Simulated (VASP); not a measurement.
# Ba (P6/mmm) in VASP: further runs, part 2 of 2

VASP 6.6.1. The steps go on from the part before.

## (3) Single point, PBEsol

This run uses another cell than the first one, of 85.34 Å³/atom, 1.030 times its volume.

Contents of INCAR:

```
SYSTEM = Ba
  PREC = Accurate
  ENCUT = 520
  EDIFF = 1E-6
  ISMEAR = 1
  SIGMA = 0.1
  LREAL = .FALSE.
  LASPH = .TRUE.
  NELM = 60
  ALGO = Normal
  ISIF = 2
  LWAVE = .FALSE.
  LCHARG = .FALSE.
  GGA = PS
  NBANDS = 17
```

Contents of KPOINTS:

```
regular mesh
0
G
  5 5 7
  0 0 0
```

Contents of POSCAR:

```
Ba
1.0
    7.0653394952      0.0000000000      0.0000000000
   -3.5326702526      6.1187637431      0.0000000000
    0.0000000000      0.0000000000      3.9481033887
Ba
2
Direct
    0.3333333333      0.6666666667      0.5000000000
    0.6666666667      0.3333333333      0.5000000000
```

Potentials or basis: VASP PAW PBE potentials, release 64 (Ba_sv).

Launch:

```
$ cat potpaw_PBE.64/Ba_sv/POTCAR > POTCAR
$ mpirun -np 1 vasp_std > vasp.out
```

OUTCAR:

```text
SYSTEM = Ba
   PREC = Accurate
   ENCUT = 520
   EDIFF = 1E-6
   ISMEAR = 1
   LREAL = .FALSE.
   LASPH = .TRUE.
   NELM = 60
   ISIF = 2
   GGA = PS

 ion  position               nearest neighbor table
   1  0.333  0.667  0.500-   2 4.08   2 4.08   2 4.08
   2  0.667  0.333  0.500-   1 4.08   1 4.08   1 4.08

  LATTYP: Found a hexagonal cell.
 ALAT       =     7.0653394952
 C/A-ratio  =     0.5587988222

  Lattice vectors:

 A1 = (   7.0653394952,   0.0000000000,   0.0000000000)
 A2 = (  -3.5326702526,   6.1187637431,   0.0000000000)
 A3 = (   0.0000000000,   0.0000000000,   3.9481033887)

Analysis of symmetry for initial positions (statically):
=====================================================================
 Subroutine PRICEL returns:
 Original cell was already a primitive cell.

 Routine SETGRP: Setting up the symmetry group for a
 hexagonal supercell.

 Subroutine GETGRP returns: Found 24 space group operations
 (whereof 24 operations were pure point group operations)
 out of a pool of 24 trial point group operations.

The static configuration has the point symmetry D_6h.

Analysis of symmetry for dynamics (positions and initial velocities):
=====================================================================
 Subroutine PRICEL returns:
 Original cell was already a primitive cell.

 Routine SETGRP: Setting up the symmetry group for a
 hexagonal supercell.

 Subroutine GETGRP returns: Found 24 space group operations
 (whereof 24 operations were pure point group operations)
 out of a pool of 24 trial point group operations.

The dynamic configuration has the point symmetry D_6h.

 Subroutine INISYM returns: Found 24 space group operations
 (whereof 24 operations are pure point group operations),
 and found     1 'primitive' translations

----------------------------------------------------------------------------------------

                                     Primitive cell
[... 104 lines left out ...]
   IMIX   =      4    mixing-type and parameters
     AMIX     =   0.40;   BMIX     =  1.00
     AMIX_MAG =   1.60;   BMIX_MAG =  1.00
  volume/ion in A,a.u.               =      85.34       575.91
  Fermi-wavevector in a.u.,A,eV,Ry     =   0.801106  1.513870  8.731813  0.641770
  Thomas-Fermi vector in A             =   1.908529
   LORBIT       =      0    0 simple, 1 ext, 2 COOP (PROOUT), +10 PAW based schemes
   GGA     = PS    functional components
   LHFCALC =     F    Hartree Fock is set to
   AEXX    =    0.0000 exact exchange contribution
   IVDW    =     0    specifies the selected vdW correction
   LEPSILON=     F    determine dielectric tensor
   LRPA    =     F    only Hartree local field effects (RPA)
 non-spin polarized calculation
 Methfessel and Paxton  Order N= 1 SIGMA  =   0.10
  energy-cutoff  :      520.00
  volume of cell :      170.68
 maximum number of plane-waves:      4623
 NGX is ok and might be reduce to    54
   NGX = 27   NGY = 27   NGZ = 15

 number of electron      20.0000000 magnetization

 Free energy of the ion-electron system (eV)
  ---------------------------------------------------
  ext. energy  EPLUGINS =         0.00000000
  ---------------------------------------------------
  free energy    TOTEN  =        -2.72038721 eV

  energy without entropy =       -2.72033217  energy(sigma->0) =       -2.72036886

 E-fermi :   0.3930     XC(G=0):  -6.3963

 val. band max:        0.3772100700   @ k =   0.4000   0.2000   0.4286
 cond. band min:       0.4152821479   @ k =   0.4000   0.2000   0.2857
 fundamental gap:      0.0380720779
 Fermi energy:         0.3929721140

 k-point     1 :       0.0000    0.0000    0.0000
  band No.  band energies     occupation
      1     -28.9009      2.00000
      2     -28.8395      2.00000
      3     -14.2568      2.00000
      4     -14.2568      2.00000
      5     -13.8954      2.00000
      6     -13.8954      2.00000
[... 377 lines left out ...]
      4     -14.2544      2.00000
      5     -14.2059      2.00000
      6     -14.0485      2.00000
[... 9 lines left out ...]
     16       2.7346      0.00000
     17       3.5305      0.00000

------------------------ aborting loop because EDIFF is reached ----------------------------------------

  FORCE on cell =-STRESS in cart. coord.  units (eV):
  Direction    XX          YY          ZZ          XY          YZ          ZX
  --------------------------------------------------------------------------------------
  -------------------------------------------------------------------------------------
  Total       -0.0657685     -0.0657685     -0.6456378      0.0000000      0.0000000      0.0000000
  in kB       -0.6173664     -0.6173665     -6.0605816      0.0000001      0.0000000      0.0000000
  external PRESSURE =      -2.4317715 kB  Pullay stress =       0.0000000 kB

 VOLUME and BASIS-vectors are now :
 -----------------------------------------------------------------------------
  energy-cutoff  :      520.00
  volume of cell :      170.68
      direct lattice vectors                 reciprocal lattice vectors
     7.065339495  0.000000000  0.000000000     0.141536015  0.081715865  0.000000000
    -3.532670253  6.118763743  0.000000000     0.000000000  0.163431706  0.000000000
     0.000000000  0.000000000  3.948103389     0.000000000  0.000000000  0.253286174

 POSITION                                       TOTAL-FORCE (eV/Angst)
 -----------------------------------------------------------------------------------
     -0.00000      4.07918      1.97405         0.000000     -0.000000      0.000000
      3.53267      2.03959      1.97405        -0.000000      0.000000      0.000000
 -----------------------------------------------------------------------------------
    total drift:                               -0.000000      0.000000     -0.000000

  FREE ENERGIE OF THE ION-ELECTRON SYSTEM (eV)
  ---------------------------------------------------
  free  energy   TOTEN  =        -2.7203872050 eV

  energy  without entropy=       -2.7203321678  energy(sigma->0) =       -2.72036886
```

OSZICAR:

```text
N       E                     dE             d eps       ncg     rms          rms(c)
DAV:   1     0.159112502719E+03    0.15911E+03   -0.77122E+03   680   0.913E+02
DAV:   2     0.939350961794E+01   -0.14972E+03   -0.14650E+03  1074   0.187E+02
DAV:   3    -0.245021907722E+01   -0.11844E+02   -0.11687E+02   923   0.582E+01
DAV:   4    -0.282824095126E+01   -0.37802E+00   -0.37715E+00  1068   0.773E+00
DAV:   5    -0.283158278882E+01   -0.33418E-02   -0.33414E-02   941   0.806E-01    0.236E+00
DAV:   6    -0.274440714586E+01    0.87176E-01   -0.11066E-01   875   0.111E+00    0.134E+00
DAV:   7    -0.271999988740E+01    0.24407E-01   -0.11325E-01   823   0.118E+00    0.229E-01
DAV:   8    -0.272028594950E+01   -0.28606E-03   -0.43613E-03  1045   0.326E-01    0.408E-02
DAV:   9    -0.272032923568E+01   -0.43286E-04   -0.85613E-05   999   0.350E-02    0.349E-02
DAV:  10    -0.272038773009E+01   -0.58494E-04   -0.60854E-05   877   0.437E-02    0.104E-02
DAV:  11    -0.272038720503E+01    0.52505E-06   -0.23437E-06   775   0.831E-03
   1 F= -.27203872E+01 E0= -.27203689E+01  d E =-.550373E-04
```

Wall time 45 s (1 thread of Intel Xeon Platinum 8488C (Sapphire Rapids), shared host); peak memory 0.28 GiB.

What came out:

```yaml
Free_energy: -2.7204 eV
Pressure: -0.2 GPa
Band_gap_on_the_k_mesh: zero (band 10 reaches 0.87 eV, above the bottom of band 11 at 0.14 eV)
```

Caveat: the PAW data sets were made with another functional, which shifts forces and pressure a little; spin-orbit coupling is left out, which moves the levels of the heavy elements.

## (4) Single point, PBEsol

This run uses another cell than the first one, of 87.83 Å³/atom, 1.060 times its volume.

Contents of INCAR:

```
SYSTEM = Ba
PREC = Accurate ; ENCUT = 520
EDIFF = 1E-7 ; ISMEAR = 1
SIGMA = 0.1 ; LREAL = .False.
LASPH = .True. ; NELM = 60
ALGO = Normal ; ISIF = 2
LWAVE = .False. ; LCHARG = .False.
GGA = PS ; NBANDS = 17
```

Contents of KPOINTS:

```
regular mesh
0
Gamma
  5 5 7
  0 0 0
```

Contents of POSCAR:

```
Ba
1.0
    7.1332796197      0.0000000000      0.0000000000
   -3.5666403197      6.1776016193      0.0000000000
    0.0000000000      0.0000000000      3.9860682503
Ba
2
Direct
    0.3333333333      0.6666666667      0.5000000000
    0.6666666667      0.3333333333      0.5000000000
```

Potentials or basis: VASP PAW PBE potentials, release 64 (Ba_sv).

Launch:

```
$ cat potpaw_PBE.64/Ba_sv/POTCAR > POTCAR
$ mpirun -np 1 vasp_std > vasp.out
```

OUTCAR:

```text
SYSTEM = Ba
   PREC = Accurate
   ENCUT = 520
   EDIFF = 1E-7
   ISMEAR = 1
   LREAL = .False.
   LASPH = .True.
   NELM = 60
   ISIF = 2
   GGA = PS

 ion  position               nearest neighbor table
   1  0.333  0.667  0.500-   2 4.12   2 4.12   2 4.12
   2  0.667  0.333  0.500-   1 4.12   1 4.12   1 4.12

  LATTYP: Found a hexagonal cell.
 ALAT       =     7.1332796197
 C/A-ratio  =     0.5587988223

  Lattice vectors:

 A1 = (   7.1332796197,   0.0000000000,   0.0000000000)
 A2 = (  -3.5666403197,   6.1776016193,   0.0000000000)
 A3 = (   0.0000000000,   0.0000000000,   3.9860682503)

Analysis of symmetry for initial positions (statically):
=====================================================================
 Subroutine PRICEL returns:
 Original cell was already a primitive cell.

 Routine SETGRP: Setting up the symmetry group for a
 hexagonal supercell.

 Subroutine GETGRP returns: Found 24 space group operations
 (whereof 24 operations were pure point group operations)
 out of a pool of 24 trial point group operations.

The static configuration has the point symmetry D_6h.

Analysis of symmetry for dynamics (positions and initial velocities):
=====================================================================
 Subroutine PRICEL returns:
 Original cell was already a primitive cell.

 Routine SETGRP: Setting up the symmetry group for a
 hexagonal supercell.

 Subroutine GETGRP returns: Found 24 space group operations
 (whereof 24 operations were pure point group operations)
 out of a pool of 24 trial point group operations.

The dynamic configuration has the point symmetry D_6h.

 Subroutine INISYM returns: Found 24 space group operations
 (whereof 24 operations are pure point group operations),
 and found     1 'primitive' translations

----------------------------------------------------------------------------------------

                                     Primitive cell

  volume of cell :     175.6523

  direct lattice vectors                    reciprocal lattice vectors
     7.133279620  0.000000000  0.000000000     0.140187971  0.080937571  0.000000000
    -3.566640320  6.177601619  0.000000000     0.000000000  0.161875119  0.000000000
     0.000000000  0.000000000  3.986068250     0.000000000  0.000000000  0.250873778

  length of vectors
     7.133279620  7.133280097  3.986068250     0.161875130  0.161875119  0.250873778

  position of ions in fractional coordinates (direct lattice)
     0.333333333  0.666666667  0.500000000
     0.666666667  0.333333333  0.500000000

  ion indices of the primitive-cell ions
   primitive index   ion index
                 1           1
                 2           2

----------------------------------------------------------------------------------------

 KPOINTS: regular mesh

Automatic generation of k-mesh.
 Grid dimensions read from file:
 generate k-points for:    5    5    7

 Generating k-lattice:

  Cartesian coordinates                     Fractional coordinates (reciprocal lattice)
     0.028037594  0.016187514  0.000000000     0.200000000  0.000000000  0.000000000
     0.000000000  0.032375024  0.000000000     0.000000000  0.200000000  0.000000000
     0.000000000  0.000000000  0.035839111     0.000000000  0.000000000  0.142857143

  Length of vectors
     0.032375026  0.032375024  0.035839111

  Shift w.r.t. Gamma in fractional coordinates (k-lattice)
     0.000000000  0.000000000  0.000000000

 Subroutine IBZKPT returns following result:
 ===========================================

 Found     20 irreducible k-points:

 Following reciprocal coordinates:
            Coordinates               Weight
  0.000000  0.000000  0.000000      1.000000
  0.200000 -0.000000  0.000000      6.000000
  0.400000 -0.000000  0.000000      6.000000
  0.200000  0.200000  0.000000      6.000000
  0.400000  0.200000  0.000000      6.000000
  0.000000  0.000000  0.142857      2.000000
[... 12 lines left out ...]
  0.200000  0.200000  0.428571     12.000000
  0.400000  0.200000  0.428571     12.000000
   k-points           NKPTS =     20   k-points in BZ     NKDIM =     20   number of bands    NBANDS=     17
   number of dos      NEDOS =    301   number of ions     NIONS =      2
   total plane-waves  NPLWV =  87480
   dimension x,y,z NGX =    54 NGY =   54 NGZ =   30
   dimension x,y,z NGXF=   108 NGYF=  108 NGZF=   60
   ions per type =               2
   NGX,Y,Z   is equivalent  to a cutoff of  12.59, 12.59, 12.51 a.u.
   NGXF,Y,Z  is equivalent  to a cutoff of  25.17, 25.17, 25.02 a.u.
 SYSTEM =  Ba
   PREC   = accura    normal or accurate (medium, high low for compatibility)
   ISTART =      0    job   : 0-new  1-cont  2-samecut
   ICHARG =      2    charge: 1-file 2-atom 10-const
   ISPIN  =      1    spin polarized calculation?
   LNONCOLLINEAR =      F non collinear calculations
   LSORBIT =      F    spin-orbit coupling
   LASPH  =      T    aspherical Exc in radial PAW
   ENCUT  =  520.0 eV  38.22 Ry    6.18 a.u.  13.26 13.26  7.41*2*pi/ulx,y,z
   NELM   =     60;   NELMIN=  2; NELMDL= -5     # of ELM steps
   EDIFF  = 0.1E-06   stopping-criterion for ELM
   LREAL  =      F    real-space projection
   EDIFFG = 0.1E-05   stopping-criterion for IOM
   NSW    =      0    number of steps for IOM
   IBRION =     -1    ionic relax: 0-MD 1-quasi-New 2-CG
   NFREE  =      0    steps in history (QN), initial steepest desc. (CG)
   ISIF   =      2    stress and relaxation
   ISYM   =      2    0-nonsym 1-usesym 2-fastsym
   POTIM  = 0.5000    time-step for ionic-motion
   TEBEG  =    0.0;   TEEND  =   0.0 temperature during run
   PSTRESS=    0.0 pullay stress
   NELECT =      20.0000    total number of electrons
   NUPDOWN=      -1.0000    fix difference up-down
   EMIN   =  10.00;   EMAX   =-10.00  energy-range for DOS
   EFERMI =   0.00;   METHOD = LEGACY
   ISMEAR =     1;   SIGMA  =   0.10  broadening in eV -4-tet -1-fermi 0-gaus
   EFERMI_NEDOS =   21; number of points for ismear=-14 and -15
   IALGO  =     38    algorithm
   IMIX   =      4    mixing-type and parameters
     AMIX     =   0.40;   BMIX     =  1.00
     AMIX_MAG =   1.60;   BMIX_MAG =  1.00
  volume/ion in A,a.u.               =      87.83       592.68
  Fermi-wavevector in a.u.,A,eV,Ry     =   0.793476  1.499451  8.566274  0.629603
  Thomas-Fermi vector in A             =   1.899419
   LORBIT       =      0    0 simple, 1 ext, 2 COOP (PROOUT), +10 PAW based schemes
   GGA     = PS    functional components
   LHFCALC =     F    Hartree Fock is set to
   AEXX    =    0.0000 exact exchange contribution
   IVDW    =     0    specifies the selected vdW correction
   LEPSILON=     F    determine dielectric tensor
   LRPA    =     F    only Hartree local field effects (RPA)
 non-spin polarized calculation
 Methfessel and Paxton  Order N= 1 SIGMA  =   0.10
  energy-cutoff  :      520.00
  volume of cell :      175.65
 maximum number of plane-waves:      4747
 NGX is ok and might be reduce to    54
   NGX = 27   NGY = 27   NGZ = 15

 number of electron      19.9999996 magnetization

 Free energy of the ion-electron system (eV)
  ---------------------------------------------------
  ext. energy  EPLUGINS =         0.00000000
  ---------------------------------------------------
  free energy    TOTEN  =        -2.71157266 eV

  energy without entropy =       -2.71118078  energy(sigma->0) =       -2.71144203

 E-fermi :   0.3314     XC(G=0):  -6.3130

 val. band max:        0.3237758127   @ k =   0.4000   0.2000   0.4286
 cond. band min:       0.3425188886   @ k =   0.4000   0.2000   0.2857
 fundamental gap:      0.0187430759
 Fermi energy:         0.3314215381

 k-point     1 :       0.0000    0.0000    0.0000
  band No.  band energies     occupation
      1     -28.9960      2.00000
      2     -28.9413      2.00000
      3     -14.3362      2.00000
      4     -14.3362      2.00000
      5     -14.0035      2.00000
      6     -14.0035      2.00000
[... 9 lines left out ...]
     16       3.3920      0.00000
     17       3.3920      0.00000
[... 361 lines left out ...]
 k-point    20 :       0.4000    0.2000    0.4286
  band No.  band energies     occupation
      1     -28.9253      2.00000
      2     -28.9144      2.00000
      3     -14.3465      2.00000
      4     -14.3255      2.00000
      5     -14.2900      2.00000
      6     -14.1449      2.00000
[... 9 lines left out ...]
     16       2.6036      0.00000
     17       3.3840      0.00000

------------------------ aborting loop because EDIFF is reached ----------------------------------------

  FORCE on cell =-STRESS in cart. coord.  units (eV):
  Direction    XX          YY          ZZ          XY          YZ          ZX
  --------------------------------------------------------------------------------------
  -------------------------------------------------------------------------------------
  Total       -0.1298637     -0.1298637     -0.8121599      0.0000000      0.0000000      0.0000000
  in kB       -1.1845254     -1.1845255     -7.4079539      0.0000001      0.0000000      0.0000000
  external PRESSURE =      -3.2590016 kB  Pullay stress =       0.0000000 kB

 VOLUME and BASIS-vectors are now :
 -----------------------------------------------------------------------------
  energy-cutoff  :      520.00
  volume of cell :      175.65
      direct lattice vectors                 reciprocal lattice vectors
     7.133279620  0.000000000  0.000000000     0.140187971  0.080937571  0.000000000
    -3.566640320  6.177601619  0.000000000     0.000000000  0.161875119  0.000000000
     0.000000000  0.000000000  3.986068250     0.000000000  0.000000000  0.250873778

 POSITION                                       TOTAL-FORCE (eV/Angst)
 -----------------------------------------------------------------------------------
     -0.00000      4.11840      1.99303        -0.000000      0.000000      0.000000
      3.56664      2.05920      1.99303         0.000000     -0.000000     -0.000000
 -----------------------------------------------------------------------------------
    total drift:                               -0.000000      0.000000     -0.000000

  FREE ENERGIE OF THE ION-ELECTRON SYSTEM (eV)
  ---------------------------------------------------
  free  energy   TOTEN  =        -2.7115726584 eV

  energy  without entropy=       -2.7111807759  energy(sigma->0) =       -2.71144203
```

Wall time 46 s (1 thread of Intel Xeon Platinum 8488C (Sapphire Rapids), shared host); peak memory 0.29 GiB.

Results:

| Item | Value |
| --- | --- |
| Free energy | -2.7116 eV |
| Pressure | -0.3 GPa |
| Band gap on the k mesh | zero (band 10 reaches 0.80 eV, above the bottom of band 11 at 0.11 eV) |

Levels at points of the mesh, in eV from the Fermi level:
```csv
k point,band 6,band 7,band 8,band 9,band 10,band 11,band 12,band 13,band 14,band 15
"(0.00, 0.00, 0.00)",-14.33,-14.10,-14.03,-2.22,0.14,0.22,0.72,0.72,0.91,0.91
```

Caveat: the PAW data sets were made with another functional, which shifts forces and pressure a little; spin-orbit coupling is left out, which moves the levels of the heavy elements.

## (5) Summary

| cell | gap on the mesh (eV) | pressure (GPa) |
| --- | --- | --- |
| a = 6.996, b = 6.996, c = 3.909 Å, angles 90.0, 90.0, 120.0°, 2 atoms | none | -0.2 |
| a = 7.065, b = 7.065, c = 3.948 Å, angles 90.0, 90.0, 120.0°, 2 atoms | none | -0.2 |
| a = 7.133, b = 7.133, c = 3.986 Å, angles 90.0, 90.0, 120.0°, 2 atoms | none | -0.3 |

Alike in all rows: task single point; level PBEsol; potentials or basis VASP PAW PBE potentials, release 64 (Ba_sv); no spin polarisation; k mesh 5 × 5 × 7; cutoff (eV) 520; smearing methfessel-paxton 0.1 eV.

Caveats: the PAW data sets were made with another functional, which shifts forces and pressure a little; spin-orbit coupling is left out, which moves the levels of the heavy elements.

Total energies depend on the potentials used, so only differences within one code and one set of settings carry meaning.
